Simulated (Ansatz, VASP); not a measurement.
## F in VASP and in Ansatz

```
F
1.0
    15.00000    0.00000    0.00000
     0.00000   15.50000    0.00000
     0.00000    0.00000   16.00000
F
2
Direct
  0.46053 0.49902 0.47693
  0.53947 0.50098 0.52307
```

Alike in both runs: functional r2SCAN; k mesh 1 × 1 × 1; occupations gaussian, width 0.005 eV; no spin polarisation.

Ansatz relaxed the structure, and its values are those at the end. VASP's run is a single point on that final structure, the one shown.

|  | VASP | Ansatz |
| --- | --- | --- |
| version | VASP 6.6.1 | Ansatz 0.2.0 |
| potentials or method | VASP PAW PBE potentials, release 64 (F_h), cutoff 910 eV | scalar-relativistic, plane waves, PAW |
| valence electrons in the cell | 14 | 14 |

|  | VASP | Ansatz | Ansatz less VASP |
| --- | --- | --- | --- |
| gap on the k mesh at the Fermi level (eV) | 4.74 | 4.77 | +0.033 |
| rms of the force components (eV/Å) | 0.069 | 0.001 | -0.0687 |

VASP's potentials were made for PBE, not for r2SCAN. With one functional, cell and mesh, what is left measures potentials, basis and numerics.

Noted on VASP's run: the cutoff is short for stress, so the pressure is rough.
